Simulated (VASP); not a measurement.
# Al (P6_3/mmc) in VASP: notebook

Al is run at these levels: PBE; tasks: single point.

Everything below comes from runs of VASP 6.6.1. Logs are shortened: lines on timing, memory, paths and dates and some standing lists are left out, and cuts for length are marked.

### Step 1. The cell of the first run

The structure is hexagonal, space group P6_3/mmc (No. 194). Conventional cell: a = 2.351 Å, b = 2.351 Å, c = 3.827 Å, α = 90.00°, β = 90.00°, γ = 120.00°. Within 3.1 Å of Al (site symmetry -6m2) lie 12 Al at 2.35 Å.

### Step 2. Single point, PBE (volume scaled by 0.55)

INCAR reads:

```
SYSTEM = Al
PREC = Accurate ; ENCUT = 520
EDIFF = 1E-6 ; ISMEAR = -1
SIGMA = 0.08 ; LREAL = .FALSE.
LASPH = .TRUE. ; NELM = 100
ALGO = Normal ; ISIF = 2
LWAVE = .FALSE. ; LCHARG = .TRUE.
GGA = PE ; LELF = .TRUE.
LVHAR = .TRUE. ; NBANDS = 10
```

KPOINTS reads:

```
regular mesh
0
G
  15 15 8
  0 0 0
```

POSCAR reads:

```
Al
1.0
    2.3508640674      0.0000000000      0.0000000000
   -1.1754320337      2.0359080032      0.0000000000
    0.0000000000      0.0000000000      3.8273791566
Al
2
Direct
    0.3333333333      0.6666666667      0.2500000000
    0.6666666667      0.3333333333      0.7500000000
```

Potentials or basis: VASP PAW PBE potentials, release 64 (Al).

On the command line:

```
cat potpaw_PBE.64/Al/POTCAR > POTCAR
mpirun -np 1 vasp_std > vasp.out
```

OUTCAR:

```text
SYSTEM = Al
   PREC = Accurate
   ENCUT = 520
   EDIFF = 1E-6
   ISMEAR = -1
   LREAL = .FALSE.
   LASPH = .TRUE.
   NELM = 100
   ISIF = 2
   GGA = PE

 ion  position               nearest neighbor table
   1  0.333  0.667  0.250-   2 2.35   2 2.35   2 2.35   2 2.35   2 2.35   2 2.35   2 3.32   2 3.32
                             2 3.32   2 3.32   2 3.32   2 3.32
   2  0.667  0.333  0.750-   1 2.35   1 2.35   1 2.35   1 2.35   1 2.35   1 2.35   1 3.32   1 3.32
                             1 3.32   1 3.32   1 3.32   1 3.32

  LATTYP: Found a hexagonal cell.
 ALAT       =     2.3508640674
 C/A-ratio  =     1.6280733581

  Lattice vectors:

 A1 = (   2.3508640674,   0.0000000000,   0.0000000000)
 A2 = (  -1.1754320337,   2.0359080032,   0.0000000000)
 A3 = (   0.0000000000,   0.0000000000,   3.8273791566)

Analysis of symmetry for initial positions (statically):
=====================================================================
 Subroutine PRICEL returns:
 Original cell was already a primitive cell.

 Routine SETGRP: Setting up the symmetry group for a
 hexagonal supercell.

 Subroutine GETGRP returns: Found 24 space group operations
 (whereof 12 operations were pure point group operations)
 out of a pool of 24 trial point group operations.

The static configuration has the point symmetry D_3d.
 The point group associated with its full space group is D_6h.

Analysis of symmetry for dynamics (positions and initial velocities):
=====================================================================
 Subroutine PRICEL returns:
 Original cell was already a primitive cell.

 Routine SETGRP: Setting up the symmetry group for a
 hexagonal supercell.

 Subroutine GETGRP returns: Found 24 space group operations
 (whereof 12 operations were pure point group operations)
 out of a pool of 24 trial point group operations.

The dynamic configuration has the point symmetry D_3d.
 The point group associated with its full space group is D_6h.

 Subroutine INISYM returns: Found 24 space group operations
 (whereof 12 operations are pure point group operations),
 and found     1 'primitive' translations

----------------------------------------------------------------------------------------

                                     Primitive cell

  volume of cell :      18.3184

  direct lattice vectors                    reciprocal lattice vectors
     2.350864067  0.000000000  0.000000000     0.425375509  0.245590665  0.000000000
    -1.175432034  2.035908003  0.000000000     0.000000000  0.491181330  0.000000000
     0.000000000  0.000000000  3.827379157     0.000000000  0.000000000  0.261275395

  length of vectors
     2.350864067  2.350864067  3.827379157     0.491181330  0.491181330  0.261275395

  position of ions in fractional coordinates (direct lattice)
     0.333333333  0.666666667  0.250000000
     0.666666667  0.333333333  0.750000000

  ion indices of the primitive-cell ions
   primitive index   ion index
                 1           1
                 2           2

----------------------------------------------------------------------------------------

 KPOINTS: regular mesh

Automatic generation of k-mesh.
 Grid dimensions read from file:
 generate k-points for:   15   15    8

 Generating k-lattice:

  Cartesian coordinates                     Fractional coordinates (reciprocal lattice)
     0.028358367  0.016372711  0.000000000     0.066666667  0.000000000  0.000000000
     0.000000000  0.032745422  0.000000000     0.000000000  0.066666667  0.000000000
     0.000000000  0.000000000  0.032659424     0.000000000  0.000000000  0.125000000

  Length of vectors
     0.032745422  0.032745422  0.032659424

  Shift w.r.t. Gamma in fractional coordinates (k-lattice)
     0.000000000  0.000000000  0.000000000

 Subroutine IBZKPT returns following result:
 ===========================================

 Found    135 irreducible k-points:

 Following reciprocal coordinates:
            Coordinates               Weight
  0.000000  0.000000  0.000000      1.000000
  0.066667  0.000000  0.000000      6.000000
  0.133333  0.000000  0.000000      6.000000
  0.200000  0.000000  0.000000      6.000000
  0.266667  0.000000  0.000000      6.000000
  0.333333  0.000000  0.000000      6.000000
[... 16 lines left out ...]
  0.333333  0.200000  0.000000     12.000000
  0.400000  0.200000  0.000000      6.000000
 [... further k-points ...]
   k-points           NKPTS =    135   k-points in BZ     NKDIM =    135   number of bands    NBANDS=     10
   number of dos      NEDOS =    301   number of ions     NIONS =      2
   total plane-waves  NPLWV =   9072
   dimension x,y,z NGX =    18 NGY =   18 NGZ =   28
   dimension x,y,z NGXF=    36 NGYF=   36 NGZF=   56
   ions per type =               2
   NGX,Y,Z   is equivalent  to a cutoff of  12.73, 12.73, 12.16 a.u.
   NGXF,Y,Z  is equivalent  to a cutoff of  25.46, 25.46, 24.32 a.u.
 SYSTEM =  Al
   PREC   = accura    normal or accurate (medium, high low for compatibility)
   ISTART =      0    job   : 0-new  1-cont  2-samecut
   ICHARG =      2    charge: 1-file 2-atom 10-const
   ISPIN  =      1    spin polarized calculation?
   LNONCOLLINEAR =      F non collinear calculations
   LSORBIT =      F    spin-orbit coupling
   LASPH  =      T    aspherical Exc in radial PAW
   ENCUT  =  520.0 eV  38.22 Ry    6.18 a.u.   4.37  4.37  7.12*2*pi/ulx,y,z
   NELM   =    100;   NELMIN=  2; NELMDL= -5     # of ELM steps
   EDIFF  = 0.1E-05   stopping-criterion for ELM
   LREAL  =      F    real-space projection
   EDIFFG = 0.1E-04   stopping-criterion for IOM
   NSW    =      0    number of steps for IOM
   IBRION =     -1    ionic relax: 0-MD 1-quasi-New 2-CG
   NFREE  =      0    steps in history (QN), initial steepest desc. (CG)
   ISIF   =      2    stress and relaxation
   ISYM   =      2    0-nonsym 1-usesym 2-fastsym
   POTIM  = 0.5000    time-step for ionic-motion
   TEBEG  =    0.0;   TEEND  =   0.0 temperature during run
   PSTRESS=    0.0 pullay stress
   NELECT =       6.0000    total number of electrons
   NUPDOWN=      -1.0000    fix difference up-down
   EMIN   =  10.00;   EMAX   =-10.00  energy-range for DOS
   EFERMI =   0.00;   METHOD = LEGACY
   ISMEAR =    -1;   SIGMA  =   0.08  broadening in eV -4-tet -1-fermi 0-gaus
   EFERMI_NEDOS =   21; number of points for ismear=-14 and -15
   IALGO  =     38    algorithm
   IMIX   =      4    mixing-type and parameters
     AMIX     =   0.40;   BMIX     =  1.00
     AMIX_MAG =   1.60;   BMIX_MAG =  1.00
  volume/ion in A,a.u.               =       9.16        61.81
  Fermi-wavevector in a.u.,A,eV,Ry     =   1.128486  2.132529 17.326758  1.273481
  Thomas-Fermi vector in A             =   2.265176
   LORBIT       =      0    0 simple, 1 ext, 2 COOP (PROOUT), +10 PAW based schemes
   GGA     = PE    functional components
   LHFCALC =     F    Hartree Fock is set to
   AEXX    =    0.0000 exact exchange contribution
   IVDW    =     0    specifies the selected vdW correction
   LEPSILON=     F    determine dielectric tensor
   LRPA    =     F    only Hartree local field effects (RPA)
 non-spin polarized calculation
  energy-cutoff  :      520.00
  volume of cell :       18.32
 maximum number of plane-waves:       525
 NGX is ok and might be reduce to    18
   NGX =  9   NGY =  9   NGZ = 15

 number of electron       6.0000000 magnetization

 Free energy of the ion-electron system (eV)
  ---------------------------------------------------
  ext. energy  EPLUGINS =         0.00000000
  ---------------------------------------------------
  free energy    TOTEN  =        -3.04658298 eV

  energy without entropy =       -3.03438804  energy(sigma->0) =       -3.04048551

 E-fermi :  15.6483     XC(G=0): -12.5526

 val. band max:       15.6291361645   @ k =   0.3333   0.2000   0.1250
 cond. band min:      15.6924737810   @ k =   0.2000   0.0000   0.2500
 fundamental gap:      0.0633376166
 Fermi energy:        15.6482843644

 k-point     1 :       0.0000    0.0000    0.0000
  band No.  band energies     occupation
      1      -0.0590      2.00000
      2       8.6563      2.00000
      3      10.4140      2.00000
      4      30.2035      0.00000
      5      30.2035      0.00000
      6      31.3313      0.00000
      7      31.7152      0.00000
      8      31.7152      0.00000
      9      36.6551      0.00000
     10      37.1620      0.00000

 k-point     2 :       0.0667    0.0000    0.0000
  band No.  band energies     occupation
      1       0.0988      2.00000
      2       8.7898      2.00000
      3      10.5566      2.00000
      4      27.6968      0.00000
      5      29.3353      0.00000
      6      30.5881      0.00000
      7      32.6329      0.00000
      8      32.6820      0.00000
      9      35.1810      0.00000
     10      36.2667      0.00000

 k-point     3 :       0.1333    0.0000    0.0000
  band No.  band energies     occupation
      1       0.5703      2.00000
      2       9.1911      2.00000
      3      10.9754      2.00000
      4      24.3806      0.00000
      5      28.1492      0.00000
      6      28.6443      0.00000
      7      31.9099      0.00000
      8      33.1860      0.00000
      9      34.0430      0.00000
     10      34.7409      0.00000
[... 248 lines left out ...]
 k-point    23 :       0.3333    0.2000    0.0000
  band No.  band energies     occupation
      1       7.2816      2.00000
      2      11.3910      2.00000
      3      14.8499      1.99991
      4      15.3245      1.96567
      5      18.8470      0.00000
      6      19.5019      0.00000
      7      23.7105      0.00000
      8      24.6725      0.00000
      9      28.7104      0.00000
     10      36.2463      0.00000

 k-point    24 :       0.4000    0.2000    0.0000
  band No.  band energies     occupation
      1       8.9465      2.00000
      2       9.5743      2.00000
      3      14.8682      1.99988
      4      17.1636      0.00000
      5      17.3759      0.00000
      6      19.0717      0.00000
      7      23.5646      0.00000
      8      24.0648      0.00000
      9      28.5598      0.00000
     10      36.2047      0.00000

 [... further k-points ...]

------------------------ aborting loop because EDIFF is reached ----------------------------------------

  FORCE on cell =-STRESS in cart. coord.  units (eV):
  Direction    XX          YY          ZZ          XY          YZ          ZX
  --------------------------------------------------------------------------------------
  -------------------------------------------------------------------------------------
  Total       17.9361949     17.9361949     17.8840729      0.0000000      0.0000000      0.0000000
  in kB     1568.7500116   1568.7500116   1564.1912727      0.0000000      0.0000000      0.0000000
  external PRESSURE =    1567.2304320 kB  Pullay stress =       0.0000000 kB

 VOLUME and BASIS-vectors are now :
 -----------------------------------------------------------------------------
  energy-cutoff  :      520.00
  volume of cell :       18.32
      direct lattice vectors                 reciprocal lattice vectors
     2.350864067  0.000000000  0.000000000     0.425375509  0.245590665  0.000000000
    -1.175432034  2.035908003  0.000000000     0.000000000  0.491181330  0.000000000
     0.000000000  0.000000000  3.827379157     0.000000000  0.000000000  0.261275395

 POSITION                                       TOTAL-FORCE (eV/Angst)
 -----------------------------------------------------------------------------------
     -0.00000      1.35727      0.95684        -0.000000     -0.000000      0.000000
      1.17543      0.67864      2.87053         0.000000      0.000000      0.000000
 -----------------------------------------------------------------------------------
    total drift:                                0.000000     -0.000000     -0.000000

  FREE ENERGIE OF THE ION-ELECTRON SYSTEM (eV)
  ---------------------------------------------------
  free  energy   TOTEN  =        -3.0465829829 eV

  energy  without entropy=       -3.0343880392  energy(sigma->0) =       -3.04048551
```

It took 7.2 s on 1 thread of Intel Xeon 6975P-C (Granite Rapids), shared host; peak memory 0.13 GiB.

What came out:

```yaml
Free_energy: -3.0466 eV
Pressure: 156.7 GPa
Band_gap_on_the_k_mesh: zero (band 3 reaches 21.23 eV, above the bottom of band 4 at 11.75 eV)
```

Levels at points of the mesh, in eV from the Fermi level:
```csv
k point,band 1,band 2,band 3,band 4,band 5,band 6,band 7
"(0.00, 0.00, 0.00)",-15.71,-6.99,-5.23,14.56,14.56,15.68,16.07
"(0.00, 0.00, 0.50)",-13.23,-13.23,4.90,4.90,15.50,15.50,15.50
```

### Step 3. Single point, PBE (volume scaled by 0.65)

INCAR reads:

```
SYSTEM = Al
PREC = Accurate ; ENCUT = 520
EDIFF = 1E-7 ; ISMEAR = -1
SIGMA = 0.08 ; LREAL = .False.
LASPH = .True. ; NELM = 80
ALGO = Normal ; ISIF = 2
LWAVE = .False. ; LCHARG = .False.
GGA = PE ; NBANDS = 10
```

KPOINTS reads:

```
regular mesh
0
Gamma
  15 15 8
  0 0 0
```

POSCAR reads:

```
Al
1.0
    2.4821185961      0.0000000000      0.0000000000
   -1.2410592981      2.1495777594      0.0000000000
    0.0000000000      0.0000000000      4.0575336826
Al
2
Direct
    0.3333333333      0.6666666667      0.2500000000
    0.6666666667      0.3333333333      0.7500000000
```

Potentials or basis: VASP PAW PBE potentials, release 64 (Al).

On the command line:

```
cat potpaw_PBE.64/Al/POTCAR > POTCAR
mpirun -np 1 vasp_std > vasp.out
```

Run time: 8 s. Hardware: 1 thread of Intel Xeon 6975P-C (Granite Rapids), shared host; peak memory 0.14 GiB.

Results (log left out):

```
Free energy            : -5.4253 eV
Pressure               : 80.5 GPa
Band gap on the k mesh : zero (band 3 reaches 18.30 eV, above the bottom of band 4 at 9.49 eV)
```

Levels at points of the mesh, in eV from the Fermi level:
| k point | band 1 | band 2 | band 3 | band 4 | band 5 | band 6 | band 7 |
| --- | --- | --- | --- | --- | --- | --- | --- |
| (0.00, 0.00, 0.00) | -14.37 | -6.39 | -5.07 | 13.47 | 13.47 | 14.41 | 14.41 |
| (0.00, 0.00, 0.50) | -12.15 | -12.15 | 4.33 | 4.33 | 14.39 | 14.39 | 14.39 |

### Step 4. Single point, PBE (volume scaled by 0.65)

INCAR reads:

```
PREC     = Accurate       # precision mode
ENCUT    = 520            # plane-wave cutoff, eV
EDIFF    = 1E-6           # SCF threshold, eV
ISMEAR   = -1             # smearing method
SIGMA    = 0.08           # smearing width, eV
LREAL    = F              # projectors in reciprocal space
LASPH    = T              # aspherical terms in the spheres
NELM     = 100            # most SCF steps
ALGO     = Normal         # electronic algorithm
ISIF     = 2              # what is computed and relaxed
LWAVE    = F              # write WAVECAR
LCHARG   = T              # write CHGCAR
GGA      = PE             # functional
LELF     = T              # ELF
LVHAR    = T            
NBANDS   = 10             # bands
```

KPOINTS reads:

```
Automatic mesh
0
Gamma
  15 15 8
```

POSCAR is that of step 3.

On the command line:

```
cat potpaw_PBE.64/Al/POTCAR > POTCAR
mpirun -np 1 vasp_std > vasp.out
```

Run time: 7.4 s. Hardware: 1 thread of Intel Xeon 6975P-C (Granite Rapids), shared host; peak memory 0.14 GiB.

The run converged. Its results:

```
Free energy            : -5.4253 eV
Pressure               : 80.5 GPa
Band gap on the k mesh : zero (band 3 reaches 18.30 eV, above the bottom of band 4 at 9.49 eV)
```

Levels at points of the mesh, in eV from the Fermi level:
| k point | band 1 | band 2 | band 3 | band 4 | band 5 | band 6 | band 7 |
| --- | --- | --- | --- | --- | --- | --- | --- |
| (0.00, 0.00, 0.00) | -14.37 | -6.39 | -5.07 | 13.47 | 13.47 | 14.41 | 14.41 |
| (0.00, 0.00, 0.50) | -12.15 | -12.15 | 4.33 | 4.33 | 14.39 | 14.39 | 14.39 |

### Step 5. Single point, PBE (volume scaled by 0.75)

INCAR reads:

```
PREC = Accurate ; ENCUT = 520
EDIFF = 1E-6 ; ISMEAR = -1
SIGMA = 0.08 ; LREAL = F
LASPH = T ; NELM = 80
ALGO = Normal ; ISIF = 2
LWAVE = F ; LCHARG = F
GGA = PE ; NBANDS = 10
```

KPOINTS reads:

```
regular mesh
0
Gamma
  15 15 8
```

POSCAR reads:

```
Al
1.0
    2.5990451556      0.0000000000      0.0000000000
   -1.2995225778      2.2508391303      0.0000000000
    0.0000000000      0.0000000000      4.2699957936
Al
2
Direct
    0.3333333333      0.6666666667      0.2500000000
    0.6666666667      0.3333333333      0.7500000000
```

On the command line:

```
cat potpaw_PBE.64/Al/POTCAR > POTCAR
mpirun -np 1 vasp_std > vasp.out
```

Wall time 8.5 s (1 thread of Intel Xeon 6975P-C (Granite Rapids), shared host); peak memory 0.15 GiB.

It converged, with:

```yaml
Free_energy: -6.6349 eV
Pressure: 39.9 GPa
Band_gap_on_the_k_mesh: zero (band 3 reaches 15.99 eV, above the bottom of band 4 at 7.77 eV)
```

Levels at points of the mesh, in eV from the Fermi level:
```csv
k point,band 1,band 2,band 3,band 4,band 5,band 6,band 7,band 8
"(0.00, 0.00, 0.00)",-13.24,-5.84,-4.92,12.64,12.64,13.11,13.11,13.50
"(0.00, 0.00, 0.50)",-11.23,-11.23,3.87,3.87,13.55,13.55,13.55,13.55
```

[end of part 1 of 2]
